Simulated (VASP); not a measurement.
# TaSi2 (P6/mmm) in VASP: notebook

The runs below take TaSi2 through relaxation of cell and atoms, with PBE.

Everything below comes from runs of VASP 6.6.1. Logs are shortened: lines on timing, memory, paths and dates and some standing lists are left out, and cuts for length are marked.

## Step 1: The cell of the first run

It takes space group P6/mmm (No. 191, hexagonal). Conventional cell: a = 3.182 Å, b = 3.182 Å, c = 5.327 Å, α = 90.00°, β = 90.00°, γ = 120.00°. Within 4.2 Å of Ta (site symmetry 6/mmm) lie 6 Ta at 3.18 Å and 12 Si at 3.24 Å. Si (site symmetry -6m2) has 3 Si at 1.84 Å within 2.4 Å.

## Step 2: Relaxation of cell and atoms, PBE

File INCAR:

```
SYSTEM = TaSi2
PREC = Accurate ; ENCUT = 600
EDIFF = 1E-7 ; ISMEAR = 0
SIGMA = 0.1 ; LREAL = .FALSE.
LASPH = .TRUE. ; NELM = 60
ALGO = Normal ; ISIF = 3
LWAVE = .FALSE. ; LCHARG = .FALSE.
GGA = PE ; IBRION = 2
NSW = 90 ; EDIFFG = -0.04
```

File KPOINTS:

```
regular mesh
0
G
  6 6 4
  0 0 0
```

File POSCAR:

```
TaSi2
1.0
    3.1817848800      0.0000000000      0.0000000000
   -1.5908924400      2.7555065300      0.0000000000
    0.0000000000      0.0000000000      5.3265714500
Ta Si
1 2
Direct
    0.0000000000      0.0000000000      0.0000000000
    0.3333333300      0.6666666700      0.5000000000
    0.6666666700      0.3333333300      0.5000000000
```

Potentials or basis: VASP PAW PBE potentials, release 64 (Ta_pv, Si).

Launch:

```sh
$ cat potpaw_PBE.64/Ta_pv/POTCAR potpaw_PBE.64/Si/POTCAR > POTCAR
$ mpirun -np 1 vasp_std > vasp.out
```

OUTCAR:

```text
SYSTEM = TaSi2
   PREC = Accurate
   ENCUT = 600
   EDIFF = 1E-7
   ISMEAR = 0
   LREAL = .FALSE.
   LASPH = .TRUE.
   NELM = 60
   ISIF = 3
   GGA = PE
   IBRION = 2
   NSW = 90
   EDIFFG = -0.04

 ion  position               nearest neighbor table
   1  0.000  0.000  0.000-   2 3.24   3 3.24   2 3.24   3 3.24   2 3.24   2 3.24   3 3.24   3 3.24
                             3 3.24   3 3.24   2 3.24   2 3.24
   2  0.333  0.667  0.500-   3 1.84   3 1.84   3 1.84   1 3.24   1 3.24   1 3.24   1 3.24   1 3.24
                             1 3.24
   3  0.667  0.333  0.500-   2 1.84   2 1.84   2 1.84   1 3.24   1 3.24   1 3.24   1 3.24   1 3.24
                             1 3.24

  LATTYP: Found a hexagonal cell.
 ALAT       =     3.1817848800
 C/A-ratio  =     1.6740828343

  Lattice vectors:

 A1 = (   3.1817848800,   0.0000000000,   0.0000000000)
 A2 = (  -1.5908924400,   2.7555065300,   0.0000000000)
 A3 = (   0.0000000000,   0.0000000000,   5.3265714500)

Analysis of symmetry for initial positions (statically):
=====================================================================
 Subroutine PRICEL returns:
 Original cell was already a primitive cell.

 Routine SETGRP: Setting up the symmetry group for a
 hexagonal supercell.

 Subroutine GETGRP returns: Found 24 space group operations
 (whereof 24 operations were pure point group operations)
 out of a pool of 24 trial point group operations.

The static configuration has the point symmetry D_6h.

Analysis of symmetry for dynamics (positions and initial velocities):
=====================================================================
 Subroutine PRICEL returns:
 Original cell was already a primitive cell.

 Routine SETGRP: Setting up the symmetry group for a
 hexagonal supercell.

 Subroutine GETGRP returns: Found 24 space group operations
 (whereof 24 operations were pure point group operations)
 out of a pool of 24 trial point group operations.

The dynamic configuration has the point symmetry D_6h.

 Subroutine INISYM returns: Found 24 space group operations
 (whereof 24 operations are pure point group operations),
 and found     1 'primitive' translations

----------------------------------------------------------------------------------------

                                     Primitive cell

  volume of cell :      46.7003

  direct lattice vectors                    reciprocal lattice vectors
     3.181784880  0.000000000  0.000000000     0.314289004  0.181454841  0.000000000
    -1.590892440  2.755506530  0.000000000     0.000000000  0.362909683  0.000000000
     0.000000000  0.000000000  5.326571450     0.000000000  0.000000000  0.187738024

  length of vectors
     3.181784880  3.181784875  5.326571450     0.362909682  0.362909683  0.187738024

  position of ions in fractional coordinates (direct lattice)
     0.000000000  0.000000000  0.000000000
     0.333333330  0.666666670  0.500000000
     0.666666670  0.333333330  0.500000000

  ion indices of the primitive-cell ions
   primitive index   ion index
                 1           1
                 2           2
                 3           3

----------------------------------------------------------------------------------------

 KPOINTS: regular mesh

Automatic generation of k-mesh.
 Grid dimensions read from file:
 generate k-points for:    6    6    4

 Generating k-lattice:

  Cartesian coordinates                     Fractional coordinates (reciprocal lattice)
     0.052381501  0.030242474  0.000000000     0.166666667  0.000000000  0.000000000
     0.000000000  0.060484947  0.000000000     0.000000000  0.166666667  0.000000000
     0.000000000  0.000000000  0.046934506     0.000000000  0.000000000  0.250000000

  Length of vectors
     0.060484947  0.060484947  0.046934506

  Shift w.r.t. Gamma in fractional coordinates (k-lattice)
     0.000000000  0.000000000  0.000000000

 Subroutine IBZKPT returns following result:
 ===========================================

 Found     21 irreducible k-points:

 Following reciprocal coordinates:
            Coordinates               Weight
  0.000000  0.000000  0.000000      1.000000
  0.166667 -0.000000  0.000000      6.000000
  0.333333 -0.000000  0.000000      6.000000
  0.500000 -0.000000  0.000000      3.000000
  0.166667  0.166667  0.000000      6.000000
  0.333333  0.166667  0.000000     12.000000
[... 13 lines left out ...]
  0.333333  0.166667  0.500000     12.000000
  0.333333  0.333333  0.500000      2.000000
   k-points           NKPTS =     21   k-points in BZ     NKDIM =     21   number of bands    NBANDS=     13
   number of dos      NEDOS =    301   number of ions     NIONS =      3
   total plane-waves  NPLWV =  37632
   dimension x,y,z NGX =    28 NGY =   28 NGZ =   48
   dimension x,y,z NGXF=    56 NGYF=   56 NGZF=   96
   ions per type =               1   2
   NGX,Y,Z   is equivalent  to a cutoff of  14.63, 14.63, 14.98 a.u.
   NGXF,Y,Z  is equivalent  to a cutoff of  29.26, 29.26, 29.96 a.u.
 SYSTEM =  TaSi2
   PREC   = accura    normal or accurate (medium, high low for compatibility)
   ISTART =      0    job   : 0-new  1-cont  2-samecut
   ICHARG =      2    charge: 1-file 2-atom 10-const
   ISPIN  =      1    spin polarized calculation?
   LNONCOLLINEAR =      F non collinear calculations
   LSORBIT =      F    spin-orbit coupling
   LASPH  =      T    aspherical Exc in radial PAW
   ENCUT  =  600.0 eV  44.10 Ry    6.64 a.u.   6.35  6.35 10.64*2*pi/ulx,y,z
   NELM   =     60;   NELMIN=  2; NELMDL= -5     # of ELM steps
   EDIFF  = 0.1E-06   stopping-criterion for ELM
   LREAL  =      F    real-space projection
   EDIFFG = -.4E-01   stopping-criterion for IOM
   NSW    =     90    number of steps for IOM
   IBRION =      2    ionic relax: 0-MD 1-quasi-New 2-CG
   NFREE  =      1    steps in history (QN), initial steepest desc. (CG)
   ISIF   =      3    stress and relaxation
   ISYM   =      2    0-nonsym 1-usesym 2-fastsym
   POTIM  = 0.5000    time-step for ionic-motion
   TEBEG  =    0.0;   TEEND  =   0.0 temperature during run
   PSTRESS=    0.0 pullay stress
   NELECT =      19.0000    total number of electrons
   NUPDOWN=      -1.0000    fix difference up-down
   EMIN   =  10.00;   EMAX   =-10.00  energy-range for DOS
   EFERMI =   0.00;   METHOD = LEGACY
   ISMEAR =     0;   SIGMA  =   0.10  broadening in eV -4-tet -1-fermi 0-gaus
   EFERMI_NEDOS =   21; number of points for ismear=-14 and -15
   IALGO  =     38    algorithm
   IMIX   =      4    mixing-type and parameters
     AMIX     =   0.40;   BMIX     =  1.00
     AMIX_MAG =   1.60;   BMIX_MAG =  1.00
  volume/ion in A,a.u.               =      15.57       105.05
  Fermi-wavevector in a.u.,A,eV,Ry     =   1.213070  2.292371 20.021516  1.471540
  Thomas-Fermi vector in A             =   2.348534
   LORBIT       =      0    0 simple, 1 ext, 2 COOP (PROOUT), +10 PAW based schemes
   GGA     = PE    functional components
   LHFCALC =     F    Hartree Fock is set to
   AEXX    =    0.0000 exact exchange contribution
   IVDW    =     0    specifies the selected vdW correction
   LEPSILON=     F    determine dielectric tensor
   LRPA    =     F    only Hartree local field effects (RPA)
 conjugate gradient relaxation of ions
 non-spin polarized calculation
 Gauss-broadening in eV      SIGMA  =   0.10
  energy-cutoff  :      600.00
  volume of cell :       46.70
 maximum number of plane-waves:      1579
 NGX is ok and might be reduce to    28
   NGX = 13   NGY = 13   NGZ = 21

--------------------------------------- Ionic step        1  -------------------------------------------

 number of electron      19.0000000 magnetization

 Free energy of the ion-electron system (eV)
  ---------------------------------------------------
  ext. energy  EPLUGINS =         0.00000000
  ---------------------------------------------------
  free energy    TOTEN  =       -14.08077259 eV

  energy without entropy =      -14.06573923  energy(sigma->0) =      -14.07325591

------------------------ aborting loop because EDIFF is reached ----------------------------------------

  FORCE on cell =-STRESS in cart. coord.  units (eV):
  Direction    XX          YY          ZZ          XY          YZ          ZX
  --------------------------------------------------------------------------------------
  -------------------------------------------------------------------------------------
  Total       31.2943665     31.2943664     -5.7499855      0.0000000      0.0000000      0.0000000
  in kB     1073.6351755   1073.6351713   -197.2683061      0.0000000      0.0000000      0.0000000
  external PRESSURE =     650.0006802 kB  Pullay stress =       0.0000000 kB
[... 768 lines left out ...]
 k-point    21 :       0.3333    0.3333    0.5000
  band No.  band energies     occupation
      1     -25.1061      2.00000
      2     -25.0560      2.00000
      3     -25.0560      2.00000
      4      -0.0524      2.00000
      5      -0.0524      2.00000
      6       3.8763      2.00000
      7       5.2077      2.00000
      8       5.2077      2.00000
      9       8.8975      2.00000
     10      11.8522      0.00000
     11      11.8522      0.00000
     12      12.5196      0.00000
     13      12.5196      0.00000

[... ionic steps 4 to 14 ...]

--------------------------------------- Ionic step       15  -------------------------------------------

 number of electron      18.9999997 magnetization

------------------------ aborting loop because EDIFF is reached ----------------------------------------

  FORCE on cell =-STRESS in cart. coord.  units (eV):
  Direction    XX          YY          ZZ          XY          YZ          ZX
  --------------------------------------------------------------------------------------
  -------------------------------------------------------------------------------------
  Total        0.0396786      0.0396786     -0.5816008      0.0000000     -0.0000000      0.0000000
  in kB        1.4398191      1.4398191    -21.1045892      0.0000000     -0.0000000      0.0000000
  external PRESSURE =      -6.0749837 kB  Pullay stress =       0.0000000 kB
[... 59 lines left out ...]
  energy  without entropy=      -22.5797808240  energy(sigma->0) =      -22.58635021

--------------------------------------- Ionic step       17  -------------------------------------------

 number of electron      18.9999998 magnetization

 Free energy of the ion-electron system (eV)
  ---------------------------------------------------
  ext. energy  EPLUGINS =         0.00000000
  ---------------------------------------------------
  free energy    TOTEN  =       -22.59313690 eV

  energy without entropy =      -22.58027333  energy(sigma->0) =      -22.58670511

 E-fermi :   9.4786     XC(G=0): -12.0281

 val. band max:        9.4691762178   @ k =   0.3333  -0.0000   0.5000
 cond. band min:       9.4859669040   @ k =   0.3333   0.1667   0.2500
 fundamental gap:      0.0167906862
 Fermi energy:         9.4785763606

 k-point     1 :       0.0000    0.0000    0.0000
  band No.  band energies     occupation
      1     -25.1744      2.00000
      2     -25.1744      2.00000
      3     -24.4943      2.00000
      4      -4.1102      2.00000
      5       3.6353      2.00000
      6       3.6353      2.00000
      7       4.7650      2.00000
      8       5.9098      2.00000
      9       8.7439      2.00000
     10       8.7439      2.00000
     11      12.8201      0.00000
     12      12.8201      0.00000
[... 349 lines left out ...]
  FREE ENERGIE OF THE ION-ELECTRON SYSTEM (eV)
  ---------------------------------------------------
  free  energy   TOTEN  =       -22.5931368965 eV

  energy  without entropy=      -22.5802733318  energy(sigma->0) =      -22.58670511

 reached required accuracy - stopping structural energy minimisation
```

Wall time 2.2 min (1 thread of Intel Xeon 6975P-C (Granite Rapids), shared host); peak memory 0.2 GiB.

Results:

- Free energy: -22.5931 eV
- Relaxed volume: 14.65 Å³/atom
- Relaxed cell: a = 4.329 Å, b = 4.329 Å, c = 2.709 Å, α = 90.00°, β = 90.00°, γ = 120.00°
- Space group after relaxing (to 0.05 Å): P6/mmm (No. 191)
- Energy gained by relaxing: 2837.5 meV/atom
- Ionic steps: 17
- Pressure after relaxing: 0.2 GPa

Step by step:
```tsv
step	energy change (eV)	largest force (eV/Å)	pressure (GPa)	volume (Å³)
1	0.0000	0.0000	65.00	46.70
2	-1.3344	0.0000	-18.39	95.77
3	-4.3358	0.0000	-13.66	65.98
4	-4.4121	0.0000	-10.99	64.06
5	-4.4294	0.0000	-8.08	62.35
6	-5.4846	0.0000	-7.36	55.52
7	-6.7366	0.0000	-0.24	48.02
8	-5.4686	0.0000	99.81	32.55
9	-7.2060	0.0000	19.87	41.56
10	-7.2277	0.0000	14.57	42.63
11	-7.5799	0.0000	6.88	43.67
12	-8.1960	0.0000	0.79	44.15
13	-7.1654	0.0000	15.12	43.25
14	-8.5122	0.0000	-0.45	44.14
15	-8.5108	0.0000	-0.61	44.15
16	-8.5121	0.0000	0.53	43.89
17	-8.5124	0.0000	0.21	43.96
```

Final structure:
```xyz
3
Lattice="4.3289 0.0000 0.0000 -2.1645 3.7490 0.0000 0.0000 0.0000 2.7086" Properties=species:S:1:pos:R:3 pbc="T T T"
Ta    0.0000    0.0000    0.0000
Si    0.0000    2.4993    1.3543
Si    2.1645    1.2497    1.3543
```

Caveat: the k points lie up to 0.58 Å⁻¹ apart in the final cell; spin-orbit coupling is left out, which moves the levels of the heavy elements.

## Step 3: Relaxation of cell and atoms, PBE

This run uses another cell than the first one, of 14.67 Å³/atom, 0.942 times its volume.

File INCAR:

```
PREC = Accurate
ENCUT = 600
EDIFF = 1E-7
ISMEAR = 0
SIGMA = 0.1
LREAL = False
LASPH = True
NELM = 60
ALGO = Normal
ISIF = 3
LWAVE = False
LCHARG = False
GGA = PE
IBRION = 2
NSW = 90
EDIFFG = -0.04
```

File KPOINTS:

```
regular mesh
0
Gamma
  6 6 6
```

File POSCAR:

```
TaSi2
1.0
    4.3320943563      0.0000000000      0.0000000000
   -2.1660471782      3.7517037642      0.0000000000
    0.0000000000      0.0000000000      2.7079940230
Ta Si
1 2
Direct
    0.0000000000      0.0000000000      0.0000000000
    0.3333333333      0.6666666667      0.5000000000
    0.6666666667      0.3333333333      0.5000000000
```

Potentials or basis: VASP PAW PBE potentials, release 64 (Ta_pv, Si).

Launch:

```sh
$ cat potpaw_PBE.64/Ta_pv/POTCAR potpaw_PBE.64/Si/POTCAR > POTCAR
$ mpirun -np 1 vasp_std > vasp.out
```

Wall time 27 s (1 thread of Intel Xeon 6975P-C (Granite Rapids), shared host); peak memory 0.19 GiB.

The run converged. Its results:

| Property | Result |
| --- | --- |
| Free energy | -22.5480 eV |
| Relaxed volume | 14.92 Å³/atom |
| Relaxed cell | a = 4.417 Å, b = 4.417 Å, c = 2.649 Å, α = 90.00°, β = 90.00°, γ = 120.00° |
| Space group after relaxing (to 0.05 Å) | P6/mmm (No. 191) |
| Energy gained by relaxing | 9.5 meV/atom |
| Ionic steps | 5 |
| Pressure after relaxing | -0.2 GPa |

Stress tensor (GPa, compression positive):
```
-0.24  0.00  0.00
 0.00 -0.24  0.00
 0.00  0.00 -0.09
```

Step by step:
```tsv
step	energy change (eV)	largest force (eV/Å)	pressure (GPa)	volume (Å³)
1	0.0000	0.0000	1.39	44.01
2	-0.0219	0.0000	-1.04	44.82
3	-0.0239	0.0000	-1.70	45.06
4	-0.0236	0.0000	1.58	44.41
5	-0.0284	0.0000	-0.19	44.76
```

Final structure:
```
Ta Si
1.0
     4.41659    0.00000    0.00000
    -2.20830    3.82488    0.00000
     0.00000    0.00000    2.64936
Ta Si
1 2
Direct
  0.00000 0.00000 0.00000
  0.33333 0.66667 0.50000
  0.66667 0.33333 0.50000
```

Levels at points of the mesh, in eV from the Fermi level:
| k point | band 5 | band 6 | band 7 | band 8 | band 9 | band 10 | band 11 | band 12 | band 13 |
| --- | --- | --- | --- | --- | --- | --- | --- | --- | --- |
| (0.00, 0.00, 0.00) | -5.88 | -5.88 | -5.23 | -3.63 | -0.94 | -0.94 | 3.73 | 3.73 | 4.64 |
| (0.50, 0.00, 0.00) | -10.63 | -5.54 | -5.31 | -2.03 | -1.49 | 2.76 | 3.02 | 3.21 | 3.56 |
| (0.00, 0.00, 0.50) | -7.58 | -3.79 | -3.79 | -1.43 | -1.43 | -1.11 | -1.11 | -0.99 | 0.46 |
| (0.50, 0.00, 0.50) | -5.85 | -5.25 | -5.16 | -5.07 | 0.10 | 0.70 | 0.97 | 1.69 | 2.15 |

Caveat: the k points lie up to 0.40 Å⁻¹ apart in the final cell; spin-orbit coupling is left out, which moves the levels of the heavy elements.
